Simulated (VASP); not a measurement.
Write the native input for VASP 6.6.1 that does the following.

```yaml
Task: single point
Functional: PBEsol
Dispersion: D3(BJ)
Potentials_or_basis: VASP PAW PBE potentials, release 64 (Ta_pv)
Cutoff: 520 eV
k_mesh: 11 × 11 × 11
Occupations: fermi-dirac, width 0.05 eV
Spin: no spin polarisation
Dipole_correction: no
Further_INCAR_settings: ALGO = Normal; EDIFF = 1e-06; NBANDS = 12
```

The structure of Ta lies in POSCAR:

```
Ta
1.0
   -1.6219583616      1.6219583616      1.6219583616
    1.6219583616     -1.6219583616      1.6219583616
    1.6219583616      1.6219583616     -1.6219583616
Ta
1
Direct
    0.0000000000      0.0000000000      0.0000000000
```

The input as run:

INCAR

```
PREC = Accurate
ENCUT = 520
EDIFF = 1E-6
ISMEAR = -1
SIGMA = 0.05
LREAL = False
LASPH = True
NELM = 100
ALGO = Normal
ISIF = 2
LWAVE = False
LCHARG = True
GGA = PS
IVDW = 12
LELF = True
LVHAR = True
NBANDS = 12
```

KPOINTS

```
regular mesh
0
Gamma
  11 11 11
```

Potentials or basis: VASP PAW PBE potentials, release 64 (Ta_pv).

Launch:

```bash
$ cat potpaw_PBE.64/Ta_pv/POTCAR > POTCAR
$ mpirun -np 1 vasp_std > vasp.out
```

Results of the run:

| Property | Result |
| --- | --- |
| Pressure | 0.4 GPa |
| Dispersion energy per atom | -0.769 eV |

Caveat: the PAW data sets were made with another functional, which shifts forces and pressure a little; pairwise dispersion overbinds metals, which lowers pressure and volume.

Wall time 8.9 s on 1 thread of Intel(R) Xeon(R) Platinum 8488C (Sapphire Rapids) (shared host), peak memory 0.15 GiB.
